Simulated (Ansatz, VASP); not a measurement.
# MgO in VASP and in Ansatz

```xyz
2
Lattice="0.0000 2.1351 2.1351 2.1351 0.0000 2.1351 2.1351 2.1351 0.0000" Properties=species:S:1:pos:R:3 pbc="T T T"
Mg    0.0000    0.0000    0.0000
O     2.1351    1.5352    1.5352
```

Alike in both runs: task single point; functional LDA; k mesh 6 × 6 × 6; occupations gaussian, width 0.05 eV; no spin polarisation.

```csv
,VASP,Ansatz
version,VASP 6.6.1,Ansatz 0.2.0
potentials or method,"VASP PAW LDA potentials, release 64 (Mg, O), cutoff 600 eV","scalar-relativistic, plane waves, PAW"
valence electrons in the cell,8,16
```

VASP gave:

| Property | Result |
| --- | --- |
| gap on the k mesh at the Fermi level (eV) | 3.74 |
| least direct gap on the mesh (eV) | 3.83 |
| rms of the force components (eV/Å) | 3.281 |

Estimate Ansatz's values.

gap on the k mesh at the Fermi level (eV): 3.72; least direct gap on the mesh (eV): 3.81; rms of the force components (eV/Å): 3.126.

LDA's correlation is that of Perdew and Zunger in VASP and of Perdew and Wang (1992) in Ansatz. Atom by atom the forces differ by 0.155 eV/Å (rms over components). VASP's potentials hold 8 valence electrons a cell and Ansatz's 16, so a difference there can come from the potentials and not from the codes.

The k mesh is coarse, so the values compare programs but aren't converged.
